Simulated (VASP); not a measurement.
Ni, 2 atoms in the cell. Symmetry: Pm-3m, No. 221, cubic system. Conventional cell: a = 2.403 Å, b = 2.403 Å, c = 2.403 Å, α = 90.00°, β = 90.00°, γ = 90.00°. Within 3.2 Å of Ni (site symmetry m-3m) lie 6 Ni at 2.40 Å. This isn't the form of Ni at room conditions, which is fcc.

| Quantity | Value |
| --- | --- |
| Program | VASP 6.6.1 |
| Task | single point |
| Functional | revPBE |
| Potentials or basis | VASP PAW PBE potentials, release 64 (Ni) |
| Cutoff | 520 eV |
| k mesh | 13 × 13 × 13 |
| Occupations | fermi-dirac, width 0.05 eV |
| Spin | collinear spin, ferromagnetic start |
| Starting moments | [-0.625, -0.625] μB |
| Dipole correction | no |
| Further INCAR settings | ALGO = Normal; EDIFF = 1e-06; NBANDS = 21 |

Potentials or basis: VASP PAW PBE potentials, release 64 (Ni).

Command:

```bash
$ cat potpaw_PBE.64/Ni/POTCAR > POTCAR
$ mpirun -np 1 vasp_std > vasp.out
```

Hardware: 1 thread of Intel(R) Xeon(R) Platinum 8259CL CPU @ 2.50GHz (Skylake/Cascade Lake), with other jobs on the host.

Question: Estimate the wall time of this run.

Answer: Run time: 98 s on 1 thread of Intel(R) Xeon(R) Platinum 8259CL CPU @ 2.50GHz (Skylake/Cascade Lake), with other jobs on the host, peak memory 0.21 GiB. Counts: scf iterations 13, k points 84.
